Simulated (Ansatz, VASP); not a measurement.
Two plane-wave programs on HfN

INCAR

```
SYSTEM = HfN
PREC = Accurate ; ENCUT = 520
EDIFF = 1E-7 ; ISMEAR = 0
SIGMA = 0.15 ; LREAL = .False.
LASPH = .True. ; NELM = 100
ALGO = Normal ; ISIF = 2
LWAVE = .False. ; LCHARG = .False.
GGA = PS ; NBANDS = 14
```

File KPOINTS:

```
Automatic mesh
0
Gamma
  16 16 16
  0 0 0
```

POSCAR

```
HfN
1.0
    0.0000000000      2.4548220000      2.4548220000
    2.4548220000      0.0000000000      2.4548220000
    2.4548220000      2.4548220000      0.0000000000
Hf N
1 1
Direct
    0.0000000000      0.0000000000      0.0000000000
    0.6888957733      0.6888957733      0.7246898006
```

Input for Ansatz:

```yaml
crystal:
  lattice:
    - [0.0, 2.454822, 2.454822]
    - [2.454822, 0.0, 2.454822]
    - [2.454822, 2.454822, 0.0]
  atoms:
    - { symbol: Hf, position: [0.0, 0.0, 0.0] }
    - { symbol: "N", position: [0.6888957733, 0.6888957733, 0.7246898006] }
basis:
  ecutwfc: 420
kpoints:
  mp_grid: { grid: [16, 16, 16] }
hamiltonian:
  xc: pbesol
scf:
  occupations: { method: gaussian, width: 0.15 }
output:
  forces: true
  stress: true
  eigenvalues: true
```

Alike in both runs: task single point; functional PBEsol; k mesh 16 × 16 × 16; occupations gaussian, width 0.15 eV; no spin polarisation.

|  | VASP | Ansatz |
| --- | --- | --- |
| version | VASP 6.6.1 | Ansatz 0.2.0 |
| potentials or method | VASP PAW PBE potentials, release 64 (Hf_pv, N), cutoff 520 eV | scalar-relativistic, plane waves, PAW |
| valence electrons in the cell | 15 | 31 |

```tsv
	VASP	Ansatz	Ansatz less VASP
gap on the k mesh at the Fermi level (eV)	none	none	-
pressure (GPa)	5.3	5.9	+0.59
traceless stress, the component that is largest in VASP (GPa)	-12.15	-12.11	+0.040
rms of the force components (eV/Å)	1.356	1.349	-0.0073
```

VASP's potentials were made for PBE, not for PBEsol. Atom by atom the forces differ by 0.012 eV/Å (rms over components). A gap of «none» marks a metal or a gap that the smearing closes. The functional is the same, so the differences come from potentials, cutoffs and numerics. VASP's potentials hold 15 valence electrons a cell and Ansatz's 31, so a difference there can come from the potentials and not from the codes.

Neither program's run includes spin-orbit coupling.
